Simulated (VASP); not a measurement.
Wanted: the native input for a VASP 6.6.1 run.

```yaml
Task: single point
Functional: r2SCAN
Potentials_or_basis: VASP PAW PBE potentials, release 64 (Au, Al)
Cutoff: 520 eV
k_mesh: 10 × 10 × 10
Occupations: fermi-dirac, width 0.1 eV
Spin: no spin polarisation
Dipole_correction: no
Further_INCAR_settings: ALGO = Normal; EDIFF = 1e-06; NBANDS = 16
```

Al2Au:

```
Au Al
1.0
     0.00000    3.00211    3.00211
     3.00211    0.00000    3.00211
     3.00211    3.00211    0.00000
Au Al
1 2
Direct
  0.00000 0.00000 0.00000
  0.25000 0.25000 0.25000
  0.75000 0.75000 0.75000
```

The input as run:

POSCAR

```
Al2Au
1.0
    0.0000000000      3.0021148700      3.0021148700
    3.0021148700      0.0000000000      3.0021148700
    3.0021148700      3.0021148700      0.0000000000
Au Al
1 2
Direct
    0.0000000000      0.0000000000      0.0000000000
    0.2500000000      0.2500000000      0.2500000000
    0.7500000000      0.7500000000      0.7500000000
```

INCAR.step1

```
SYSTEM = Al2Au
  PREC = Accurate
  ENCUT = 520
  ISMEAR = -1
  SIGMA = 0.1
  LREAL = .FALSE.
  LASPH = .TRUE.
  NELM = 100
  NBANDS = 16
  GGA = PE
  ALGO = Normal
  EDIFF = 1E-4
  LWAVE = .TRUE.
  LCHARG = .FALSE.
```

INCAR.step2

```
SYSTEM = Al2Au
  PREC = Accurate
  ENCUT = 520
  EDIFF = 1E-6
  ISMEAR = -1
  SIGMA = 0.1
  LREAL = .FALSE.
  LASPH = .TRUE.
  NELM = 100
  ALGO = Normal
  ISIF = 2
  LWAVE = .FALSE.
  LCHARG = .FALSE.
  METAGGA = R2SCAN
  LMIXTAU = .TRUE.
  NBANDS = 16
  ISTART = 1
```

KPOINTS

```
Automatic mesh
0
G
  10 10 10
  0 0 0
```

Potentials or basis: VASP PAW PBE potentials, release 64 (Au, Al).

Launch:

```bash
$ cat potpaw_PBE.64/Au/POTCAR potpaw_PBE.64/Al/POTCAR > POTCAR
$ cp INCAR.step1 INCAR
$ mpirun -np 1 vasp_std > vasp.out
$ cp INCAR.step2 INCAR
$ mpirun -np 1 vasp_std > vasp.out
```

It gave:

- Pressure: 0.1 GPa

Caveat: the PAW data sets were made with another functional, which shifts forces and pressure a little.

Wall time 3.2 min on 1 thread of AMD EPYC 7R43 64-Core Processor (Zen 3), with other jobs on the host, peak memory 0.17 GiB.
